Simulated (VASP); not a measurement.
# Re (Fd-3m) in VASP: further runs, part 2 of 2

VASP 6.6.1.

### Step 3. Single point, LDA (23.22 Å³/atom)

This run uses another cell than the first one, of 23.22 Å³/atom.

Input file INCAR:

```
PREC = Accurate ; ENCUT = 520
EDIFF = 1E-6 ; ISMEAR = -1
SIGMA = 0.1 ; LREAL = False
LASPH = True ; NELM = 100
ALGO = Normal ; ISIF = 2
LWAVE = False ; LCHARG = False
GGA = CA ; NBANDS = 14
```

Input file KPOINTS:

```
Automatic mesh
0
Gamma
  11 11 11
```

Input file POSCAR:

```
Re
1.0
    0.0000000000      2.8531028786      2.8531028786
    2.8531028786      0.0000000000      2.8531028786
    2.8531028786      2.8531028786      0.0000000000
Re
2
Direct
    0.1250000000      0.1250000000      0.1250000000
    0.8750000000      0.8750000000      0.8750000000
```

Potentials or basis: VASP PAW LDA potentials, release 64 (Re).

Run with:

```sh
$ cat potpaw_LDA.64/Re/POTCAR > POTCAR
$ mpirun -np 1 vasp_std > vasp.out
```

OUTCAR:

```text
PREC = Accurate
   ENCUT = 520
   EDIFF = 1E-6
   ISMEAR = -1
   LREAL = False
   LASPH = True
   NELM = 100
   ISIF = 2
   GGA = CA

 ion  position               nearest neighbor table
   1  0.125  0.125  0.125-   2 2.47   2 2.47   2 2.47   2 2.47
   2  0.875  0.875  0.875-   1 2.47   1 2.47   1 2.47   1 2.47

  LATTYP: Found a face centered cubic cell.
 ALAT       =     5.7062057572

  Lattice vectors:

 A1 = (   0.0000000000,   2.8531028786,   2.8531028786)
 A2 = (   2.8531028786,   0.0000000000,   2.8531028786)
 A3 = (   2.8531028786,   2.8531028786,   0.0000000000)

Analysis of symmetry for initial positions (statically):
=====================================================================
 Subroutine PRICEL returns:
 Original cell was already a primitive cell.

 Routine SETGRP: Setting up the symmetry group for a
 face centered cubic supercell.

 Subroutine GETGRP returns: Found 48 space group operations
 (whereof 12 operations were pure point group operations)
 out of a pool of 48 trial point group operations.

The static configuration has the point symmetry D_3d.
 The point group associated with its full space group is O_h .

[... 166 lines left out ...]
 Fermi energy:         3.0496880575

 k-point     1 :       0.0000    0.0000    0.0000
  band No.  band energies     occupation
      1      -3.6104      2.00000
      2       0.1630      2.00000
      3       0.1630      2.00000
      4       0.8645      2.00000
      5       0.8645      2.00000
      6       0.8645      2.00000
      7       3.6332      0.00583
      8       3.6332      0.00583
      9       3.6332      0.00583
     10       6.9195      0.00000
     11       6.9195      0.00000
     12      14.0940      0.00000
     13      14.2867      0.00000
     14      15.7371      0.00000
[... 377 lines left out ...]
      1      -2.1954      2.00000
      2      -0.2904      2.00000
      3       0.2808      2.00000
      4       0.5063      2.00000
      5       0.9789      2.00000
      6       1.8643      1.99999
      7       2.6973      1.94273
      8       3.1825      0.41895
      9       4.2599      0.00001
     10       5.9141      0.00000
     11       7.1754      0.00000
     12      10.6509      0.00000
     13      11.2751      0.00000
     14      13.8113      0.00000

 [... further k-points ...]
[... 5 lines left out ...]
  --------------------------------------------------------------------------------------
  -------------------------------------------------------------------------------------
  Total       -4.0972364     -4.0972364     -4.0972364     -0.0000000      0.0000000     -0.0000000
  in kB     -141.3251056   -141.3251056   -141.3251056     -0.0000000      0.0000000     -0.0000000
  external PRESSURE =    -141.3251056 kB  Pullay stress =       0.0000000 kB

 VOLUME and BASIS-vectors are now :
 -----------------------------------------------------------------------------
  energy-cutoff  :      520.00
  volume of cell :       46.45
      direct lattice vectors                 reciprocal lattice vectors
     0.000000000  2.853102879  2.853102879    -0.175247799  0.175247799  0.175247799
     2.853102879  0.000000000  2.853102879     0.175247799 -0.175247799  0.175247799
     2.853102879  2.853102879  0.000000000     0.175247799  0.175247799 -0.175247799

 POSITION                                       TOTAL-FORCE (eV/Angst)
 -----------------------------------------------------------------------------------
      0.71328      0.71328      0.71328         0.000000      0.000000      0.000000
      4.99293      4.99293      4.99293        -0.000000     -0.000000     -0.000000
 -----------------------------------------------------------------------------------
    total drift:                               -0.000000      0.000000      0.000000

  FREE ENERGIE OF THE ION-ELECTRON SYSTEM (eV)
  ---------------------------------------------------
  free  energy   TOTEN  =       -23.9013683098 eV

  energy  without entropy=      -23.8559318922  energy(sigma->0) =      -23.87865010
```

stdout:

```text
POSCAR found type information on POSCAR Re
 POSCAR found :  1 types and       2 ions
 scaLAPACK will be used
 LDA part: xc-table for (Slater(with rela. corr.)+CA(PZ))
 , standard interpolation
 POSCAR, INCAR and KPOINTS ok, starting setup
 FFT: planning ... GRIDC
 FFT: planning ... GRID_SOFT
 FFT: planning ... GRID
 WAVECAR not read
 entering main loop
```

Wall time 26 s (1 thread of Intel Xeon Platinum 8488C (Sapphire Rapids), shared host); peak memory 0.16 GiB.

What came out:

- Free energy: -23.9014 eV
- Pressure: -14.1 GPa
- Band gap on the k mesh: zero (bands 7 and 8 overlap by 1.09 eV)

Caveat: the cell stands under tension; spin-orbit coupling is left out, which moves the levels of the heavy elements.

### Step 4. Single point, LDA (24.08 Å³/atom)

This run uses another cell than the first one, of 24.08 Å³/atom.

Input file INCAR:

```
PREC = Accurate
ENCUT = 520
EDIFF = 1E-6
ISMEAR = -1
SIGMA = 0.1
LREAL = False
LASPH = True
NELM = 100
ALGO = Normal
ISIF = 2
LWAVE = False
LCHARG = True
LELF = True
LVHAR = True
NBANDS = 14
```

KPOINTS is that of step 3.

Input file POSCAR:

```
Re
1.0
    0.0000000000      2.8879002456      2.8879002456
    2.8879002456      0.0000000000      2.8879002456
    2.8879002456      2.8879002456      0.0000000000
Re
2
Direct
    0.1250000000      0.1250000000      0.1250000000
    0.8750000000      0.8750000000      0.8750000000
```

Run with:

```sh
$ cat potpaw_LDA.64/Re/POTCAR > POTCAR
$ mpirun -np 1 vasp_std > vasp.out
```

Wall time 27 s (1 thread of Intel Xeon Platinum 8488C (Sapphire Rapids), shared host); peak memory 0.16 GiB.

The run converged. Its results:

```yaml
Free_energy: -23.7250 eV
Pressure: -18.7 GPa
Band_gap_on_the_k_mesh: zero (bands 7 and 8 overlap by 1.04 eV)
```

Levels at points of the mesh, in eV from the Fermi level:
| k point | band 3 | band 4 | band 5 | band 6 | band 7 | band 8 | band 9 | band 10 | band 11 | band 12 |
| --- | --- | --- | --- | --- | --- | --- | --- | --- | --- | --- |
| (0.00, 0.00, 0.00) | -2.74 | -2.12 | -2.12 | -2.12 | 0.56 | 0.56 | 0.56 | 3.66 | 3.66 | 10.88 |

Caveat: the cell stands under tension; spin-orbit coupling is left out, which moves the levels of the heavy elements.

### Step 5. Overview

| cell | gap on the mesh (eV) | pressure (GPa) |
| --- | --- | --- |
| a = 3.984 Å, angles 60.0°, 2 atoms | none | -8.5 |
| a = 4.035 Å, angles 60.0°, 2 atoms | none | -14.1 |
| a = 4.084 Å, angles 60.0°, 2 atoms | none | -18.7 |

Alike in all rows: task single point; level LDA; potentials or basis VASP PAW LDA potentials, release 64 (Re); no spin polarisation; k mesh 11 × 11 × 11; cutoff (eV) 520; smearing fermi-dirac 0.1 eV.

Caveats: the cell stands under tension; spin-orbit coupling is left out, which moves the levels of the heavy elements.

Total energies depend on the potentials used, so only differences within one code and one set of settings carry meaning.
